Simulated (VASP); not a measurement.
Write the native input for VASP 6.6.1 that does the following.

```
Task                   : single point
Functional             : LDA
Potentials or basis    : VASP PAW LDA potentials, release 64 (Ta_pv, N)
Cutoff                 : 600 eV
k mesh                 : 10 × 10 × 10
Occupations            : fermi-dirac, width 0.05 eV
Spin                   : no spin polarisation
Dipole correction      : no
Further INCAR settings : ALGO = Normal; EDIFF = 1e-06; NBANDS = 15
```

The structure of TaN lies in POSCAR:

```
TaN
1.0
    0.0000000000      2.2404226923      2.2404226923
    2.2404226923      0.0000000000      2.2404226923
    2.2404226923      2.2404226923      0.0000000000
Ta N
1 1
Direct
    0.5000000000      0.5000000000      0.5000000000
    0.0000000000      0.0000000000      0.0000000000
```

One way to write it, as run:

INCAR

```
ALGO = Normal
EDIFF = 1E-6
ENCUT = 600
GGA = CA
GGA_COMPAT = F
ISIF = 2
ISMEAR = -1
LASPH = T
LCHARG = F
LREAL = F
LWAVE = F
NBANDS = 15
NELM = 120
PREC = Accurate
SIGMA = 0.05
```

KPOINTS

```
k-points
0
Gamma
  10 10 10
```

Potentials or basis: VASP PAW LDA potentials, release 64 (Ta_pv, N).

Run with:

```console
$ cat potpaw_LDA.64/Ta_pv/POTCAR potpaw_LDA.64/N/POTCAR > POTCAR
$ mpirun -np 1 vasp_std > vasp.out
```

Results of the run:

```yaml
Pressure: -26.4 GPa
Band_gap_on_the_k_mesh: zero (band 8 reaches 10.46 eV, above the bottom of band 9 at 6.77 eV)
```

Caveat: spin-orbit coupling is left out, which moves the levels of the heavy elements.

Wall time 11 s on 1 thread of AMD EPYC 9R45 96-Core Processor (Zen 5) (shared host), peak memory 0.12 GiB.
